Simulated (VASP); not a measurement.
# Fe in VASP: single point with PBEsol

Aim: the single point of Fe with PBEsol.

All numbers are computed with VASP 6.6.1; they aren't measurements. Logs are shortened: lines on timing, memory, paths and dates and some standing lists are left out, and cuts for length are marked.

## 1. The cell of the first run

The typed cell holds 2 atoms: a = 2.394 Å, b = 2.394 Å, c = 3.551 Å, α = 90.00°, β = 90.00°, γ = 90.01°.

## 2. Single point, PBEsol, collinear spin, antiferromagnetic start

INCAR reads:

```
SYSTEM = Fe
PREC     = Accurate       ! precision mode
ENCUT    = 600            ! plane-wave cutoff, eV
EDIFF    = 1E-6           ! SCF threshold, eV
ISMEAR   = -1             ! smearing method
SIGMA    = 0.05           ! smearing width, eV
LREAL    = .FALSE.        ! projectors in reciprocal space
LASPH    = .TRUE.         ! aspherical terms in the spheres
NELM     = 200            ! most SCF steps
ALGO     = Normal         ! electronic algorithm
ISIF     = 2              ! what is computed and relaxed
LWAVE    = .FALSE.        ! write WAVECAR
LCHARG   = .FALSE.        ! write CHGCAR
ISPIN    = 2              ! spin polarisation
MAGMOM   = -3 3           ! initial moments
LORBIT   = 11             ! projections on sites
LMAXMIX  = 4              ! l up to which the mixer works
GGA      = PS             ! functional
NBANDS   = 27             ! bands
GGA_COMPAT= .FALSE.
```

KPOINTS reads:

```
Automatic mesh
0
G
  14 14 10
  0 0 0
```

POSCAR reads:

```
Fe
1.0
    1.6924063792     -1.6925730985      0.0000000000
    1.6924063792      1.6925730985      0.0000000000
    0.0000000000      0.0000000000      3.5505834012
Fe
2
Direct
    0.5000000000      0.5000000000      0.5000000000
    0.0000000000      0.0000000000      0.0000000000
```

Potentials or basis: VASP PAW PBE potentials, release 64 (Fe_sv).

Run with:

```sh
$ cat potpaw_PBE.64/Fe_sv/POTCAR > POTCAR
$ mpirun -np 1 vasp_std > vasp.out
```

OUTCAR:

```text
SYSTEM = Fe
   PREC = Accurate
   ENCUT = 600
   EDIFF = 1E-6
   ISMEAR = -1
   LREAL = .FALSE.
   LASPH = .TRUE.
   NELM = 200
   ISIF = 2
   ISPIN = 2
   LORBIT = 11
   GGA = PS

 ion  position               nearest neighbor table
   1  0.500  0.500  0.500-   2 2.45   2 2.45   2 2.45   2 2.45   2 2.45   2 2.45   2 2.45   2 2.45

   2  0.000  0.000  0.000-   1 2.45   1 2.45   1 2.45   1 2.45   1 2.45   1 2.45   1 2.45   1 2.45

  LATTYP: Found a base centered orthorhombic cell.
 ALAT       =     3.3848127584
 B/A-ratio  =     1.0000985102
 C/A-ratio  =     1.0489748340

  Lattice vectors:

 A1 = (   1.6924063792,  -1.6925730985,   0.0000000000)
 A2 = (   1.6924063792,   1.6925730985,   0.0000000000)
 A3 = (   0.0000000000,   0.0000000000,   3.5505834012)

Analysis of symmetry for initial positions (statically):
=====================================================================
 Subroutine PRICEL returns following result:

  LATTYP: Found a face centered orthorhombic cell.
 ALAT       =     3.3848127584
 B/A-ratio  =     1.0000985102
 C/A-ratio  =     1.0489748340

  Lattice vectors:

 A1 = (   0.0000000000,  -1.6925730985,  -1.7752917006)
 A2 = (   1.6924063792,   0.0000000000,  -1.7752917006)
 A3 = (   1.6924063792,  -1.6925730985,  -0.0000000000)

   2 primitive cells build up your supercell.

 Routine SETGRP: Setting up the symmetry group for a
 base centered orthorhombic supercell.

 Subroutine GETGRP returns: Found  8 space group operations
 (whereof  8 operations were pure point group operations)
 out of a pool of  8 trial point group operations.

The static configuration has the point symmetry D_2h.

Analysis of symmetry for dynamics (positions and initial velocities):
=====================================================================
 Subroutine PRICEL returns following result:

  LATTYP: Found a face centered orthorhombic cell.
 ALAT       =     3.3848127584
 B/A-ratio  =     1.0000985102
 C/A-ratio  =     1.0489748340

  Lattice vectors:

 A1 = (   0.0000000000,  -1.6925730985,  -1.7752917006)
 A2 = (   1.6924063792,   0.0000000000,  -1.7752917006)
 A3 = (   1.6924063792,  -1.6925730985,  -0.0000000000)

   2 primitive cells build up your supercell.

 Routine SETGRP: Setting up the symmetry group for a
 base centered orthorhombic supercell.

 Subroutine GETGRP returns: Found  8 space group operations
 (whereof  8 operations were pure point group operations)
 out of a pool of  8 trial point group operations.

The dynamic configuration has the point symmetry D_2h.

Analysis of structural, dynamic, and magnetic symmetry:
=====================================================================
 Subroutine PRICEL returns following result:

  LATTYP: Found a face centered orthorhombic cell.
 ALAT       =     3.3848127584
 B/A-ratio  =     1.0000985102
 C/A-ratio  =     1.0489748340

  Lattice vectors:

 A1 = (   0.0000000000,  -1.6925730985,  -1.7752917006)
 A2 = (   1.6924063792,   0.0000000000,  -1.7752917006)
 A3 = (   1.6924063792,  -1.6925730985,  -0.0000000000)

   2 primitive cells build up your supercell.

 Routine SETGRP: Setting up the symmetry group for a
 base centered orthorhombic supercell.

 Subroutine GETGRP returns: Found  8 space group operations
 (whereof  8 operations were pure point group operations)
 out of a pool of  8 trial point group operations.

The overall configuration has the point symmetry D_2h.

 Subroutine INISYM returns: Found  8 space group operations
 (whereof  8 operations are pure point group operations),
 and found     2 'primitive' translations

----------------------------------------------------------------------------------------

                                     Primitive cell

  volume of cell :      10.1707

  direct lattice vectors                    reciprocal lattice vectors
     0.000000000 -1.692573099 -1.775291701    -0.295437317 -0.295408216 -0.281643856
     1.692406379  0.000000000 -1.775291701     0.295437317  0.295408216 -0.281643856
     1.692406379 -1.692573099 -0.000000000     0.295437317 -0.295408216  0.281643856

  length of vectors
     2.452848205  2.452733164  2.393541946     0.503857603  0.503857603  0.503857603

  position of ions in fractional coordinates (direct lattice)
     0.000000000  0.000000000  0.000000000

  ion indices of the primitive-cell ions
   primitive index   ion index
                 1           1

----------------------------------------------------------------------------------------

 KPOINTS: Automatic mesh

Automatic generation of k-mesh.
 Grid dimensions read from file:
 generate k-points for:   14   14   10

 Generating k-lattice:

  Cartesian coordinates                     Fractional coordinates (reciprocal lattice)
     0.021102666 -0.021100587  0.000000000     0.071428571  0.000000000  0.000000000
     0.021102666  0.021100587  0.000000000     0.000000000  0.071428571  0.000000000
     0.000000000  0.000000000  0.028164386     0.000000000  0.000000000  0.100000000

  Length of vectors
     0.029842206  0.029842206  0.028164386

  Shift w.r.t. Gamma in fractional coordinates (k-lattice)
     0.000000000  0.000000000  0.000000000

 Subroutine IBZKPT returns following result:
 ===========================================

 Found    342 irreducible k-points:

 Following reciprocal coordinates:
            Coordinates               Weight
  0.000000  0.000000  0.000000      1.000000
  0.071429  0.000000  0.000000      4.000000
  0.142857  0.000000  0.000000      4.000000
  0.214286  0.000000  0.000000      4.000000
  0.285714 -0.000000  0.000000      4.000000
  0.357143  0.000000  0.000000      4.000000
[... 16 lines left out ...]
  0.214286  0.142857  0.000000      4.000000
  0.285714  0.142857  0.000000      4.000000
 [... further k-points ...]
   k-points           NKPTS =    342   k-points in BZ     NKDIM =    342   number of bands    NBANDS=     27
   number of dos      NEDOS =    301   number of ions     NIONS =      2
   total plane-waves  NPLWV =  11200
   dimension x,y,z NGX =    20 NGY =   20 NGZ =   28
   dimension x,y,z NGXF=    40 NGYF=   40 NGZF=   56
   ions per type =               2
   NGX,Y,Z   is equivalent  to a cutoff of  13.89, 13.89, 13.11 a.u.
   NGXF,Y,Z  is equivalent  to a cutoff of  27.78, 27.78, 26.22 a.u.
 SYSTEM =  Fe
   PREC   = accura    normal or accurate (medium, high low for compatibility)
   ISTART =      0    job   : 0-new  1-cont  2-samecut
   ICHARG =      2    charge: 1-file 2-atom 10-const
   ISPIN  =      2    spin polarized calculation?
   LNONCOLLINEAR =      F non collinear calculations
   LSORBIT =      F    spin-orbit coupling
   LASPH  =      T    aspherical Exc in radial PAW
   ENCUT  =  600.0 eV  44.10 Ry    6.64 a.u.   4.78  4.78  7.09*2*pi/ulx,y,z
   NELM   =    200;   NELMIN=  2; NELMDL= -5     # of ELM steps
   EDIFF  = 0.1E-05   stopping-criterion for ELM
   LREAL  =      F    real-space projection
   EDIFFG = 0.1E-04   stopping-criterion for IOM
   NSW    =      0    number of steps for IOM
   IBRION =     -1    ionic relax: 0-MD 1-quasi-New 2-CG
   NFREE  =      0    steps in history (QN), initial steepest desc. (CG)
   ISIF   =      2    stress and relaxation
   ISYM   =      2    0-nonsym 1-usesym 2-fastsym
   POTIM  = 0.5000    time-step for ionic-motion
   TEBEG  =    0.0;   TEEND  =   0.0 temperature during run
   PSTRESS=    0.0 pullay stress
   NELECT =      32.0000    total number of electrons
   NUPDOWN=      -1.0000    fix difference up-down
   EMIN   =  10.00;   EMAX   =-10.00  energy-range for DOS
   EFERMI =   0.00;   METHOD = LEGACY
   ISMEAR =    -1;   SIGMA  =   0.05  broadening in eV -4-tet -1-fermi 0-gaus
   EFERMI_NEDOS =   21; number of points for ismear=-14 and -15
   IALGO  =     38    algorithm
   IMIX   =      4    mixing-type and parameters
     AMIX     =   0.40;   BMIX     =  1.00
     AMIX_MAG =   1.60;   BMIX_MAG =  1.00
  volume/ion in A,a.u.               =      10.17        68.64
  Fermi-wavevector in a.u.,A,eV,Ry     =   1.903988  3.598016 49.323440  3.625171
  Thomas-Fermi vector in A             =   2.942294
   LORBIT       =     11    0 simple, 1 ext, 2 COOP (PROOUT), +10 PAW based schemes
   GGA     = PS    functional components
   LHFCALC =     F    Hartree Fock is set to
   AEXX    =    0.0000 exact exchange contribution
   IVDW    =     0    specifies the selected vdW correction
   LEPSILON=     F    determine dielectric tensor
   LRPA    =     F    only Hartree local field effects (RPA)
 spin polarized calculation
  energy-cutoff  :      600.00
  volume of cell :       20.34
 maximum number of plane-waves:       694
   NGX =  9   NGY =  9   NGZ = 15

 number of electron      32.0000051 magnetization      -0.0000000

 number of electron      32.0000051 magnetization       0.0000000

 Free energy of the ion-electron system (eV)
  ---------------------------------------------------
  ext. energy  EPLUGINS =         0.00000000
  ---------------------------------------------------
  free energy    TOTEN  =       -18.01585732 eV

  energy without entropy =      -17.99402782  energy(sigma->0) =      -18.00494257

 E-fermi :  13.9373     XC(G=0): -14.6372

 val. band max:       13.9368077477   @ k =   0.2857   0.2143   0.5000
 cond. band min:      13.9407414443   @ k =   0.5000   0.2857   0.1000
 fundamental gap:      0.0039336966
 Fermi energy:        13.9373031688

 spin component 1

 k-point     1 :       0.0000    0.0000    0.0000
  band No.  band energies     occupation
      1     -73.7123      1.00000
      2     -72.3297      1.00000
      3     -39.9028      1.00000
      4     -39.7005      1.00000
      5     -39.7004      1.00000
      6     -38.4884      1.00000
[... 19 lines left out ...]
     26      40.9225      0.00000
     27      41.2265      0.00000

 k-point     2 :       0.0714    0.0000    0.0000
  band No.  band energies     occupation
      1     -73.7098      1.00000
      2     -72.3274      1.00000
      3     -39.8981      1.00000
      4     -39.7192      1.00000
      5     -39.6985      1.00000
      6     -38.4893      1.00000
[... 652 lines left out ...]
 k-point    24 :       0.2857    0.1429    0.0000
  band No.  band energies     occupation
      1     -73.6711      1.00000
      2     -72.2922      1.00000
      3     -39.9223      1.00000
      4     -39.8311      1.00000
      5     -39.7489      1.00000
      6     -38.5505      1.00000
[... 19 lines left out ...]
     26      38.1478      0.00000
     27      38.3683      0.00000

 [... further k-points ...]

 spin component 2

 k-point     1 :       0.0000    0.0000    0.0000
  band No.  band energies     occupation
      1     -73.7123      1.00000
      2     -72.3297      1.00000
      3     -39.9028      1.00000
      4     -39.7005      1.00000
      5     -39.7004      1.00000
      6     -38.4884      1.00000
[... 19 lines left out ...]
     26      40.9225      0.00000
     27      41.2264      0.00000

 k-point     2 :       0.0714    0.0000    0.0000
  band No.  band energies     occupation
      1     -73.7098      1.00000
      2     -72.3274      1.00000
      3     -39.8981      1.00000
      4     -39.7192      1.00000
      5     -39.6985      1.00000
      6     -38.4893      1.00000
[... 652 lines left out ...]
 k-point    24 :       0.2857    0.1429    0.0000
  band No.  band energies     occupation
      1     -73.6711      1.00000
      2     -72.2922      1.00000
      3     -39.9223      1.00000
      4     -39.8311      1.00000
      5     -39.7489      1.00000
      6     -38.5505      1.00000
[... 19 lines left out ...]
     26      38.1478      0.00000
     27      38.3683      0.00000

 [... further k-points ...]

------------------------ aborting loop because EDIFF is reached ----------------------------------------

  FORCE on cell =-STRESS in cart. coord.  units (eV):
  Direction    XX          YY          ZZ          XY          YZ          ZX
  --------------------------------------------------------------------------------------
  -------------------------------------------------------------------------------------
  Total       -0.5171589     -0.5189770     -0.4982678      0.0000000      0.0000000      0.0000000
  in kB      -40.7335977    -40.8768020    -39.2456558      0.0000000      0.0000000      0.0000000
  external PRESSURE =     -40.2853518 kB  Pullay stress =       0.0000000 kB

 VOLUME and BASIS-vectors are now :
 -----------------------------------------------------------------------------
  energy-cutoff  :      600.00
  volume of cell :       20.34
      direct lattice vectors                 reciprocal lattice vectors
     1.692406379 -1.692573099  0.000000000     0.295437317 -0.295408216  0.000000000
     1.692406379  1.692573099  0.000000000     0.295437317  0.295408216  0.000000000
     0.000000000  0.000000000  3.550583401     0.000000000  0.000000000  0.281643856

 POSITION                                       TOTAL-FORCE (eV/Angst)
 -----------------------------------------------------------------------------------
      1.69241      0.00000      1.77529         0.000000      0.000000     -0.000000
      0.00000      0.00000      0.00000        -0.000000     -0.000000      0.000000
 -----------------------------------------------------------------------------------
    total drift:                                0.000000      0.000000      0.000000

  FREE ENERGIE OF THE ION-ELECTRON SYSTEM (eV)
  ---------------------------------------------------
  free  energy   TOTEN  =       -18.0158573187 eV

  energy  without entropy=      -17.9940278160  energy(sigma->0) =      -18.00494257

 total charge

# of ion       s       p       d       tot
------------------------------------------
    1        2.210   6.057   5.526  13.793
    2        2.210   6.057   5.526  13.793
--------------------------------------------------
tot          4.420  12.113  11.053  27.586

 magnetization (x)

# of ion       s       p       d       tot
------------------------------------------
    1       -0.009  -0.010  -1.157  -1.175
    2        0.009   0.010   1.157   1.175
--------------------------------------------------
tot          0.000   0.000   0.000   0.000
```

Wall time 2.6 min (1 thread of Intel Xeon 6975P-C (Granite Rapids), shared host); peak memory 0.38 GiB.

Results:

```
Free energy                                           : -18.0159 eV
Pressure                                              : -4.0 GPa
Band gap on the k mesh                                : zero (filled and empty bands overlap)
Net moment                                            : 0.00 μB per cell
Site moments                                          : Fe -1.18, +1.18 μB
Valence electrons inside the program's atomic spheres : Fe 13.79
```

Stress tensor (GPa, compression positive):
```
-4.07  0.00  0.00
 0.00 -4.09  0.00
 0.00  0.00 -3.92
```

Caveat: the cell stands under tension; the PAW data sets were made with another functional, which shifts forces and pressure a little.
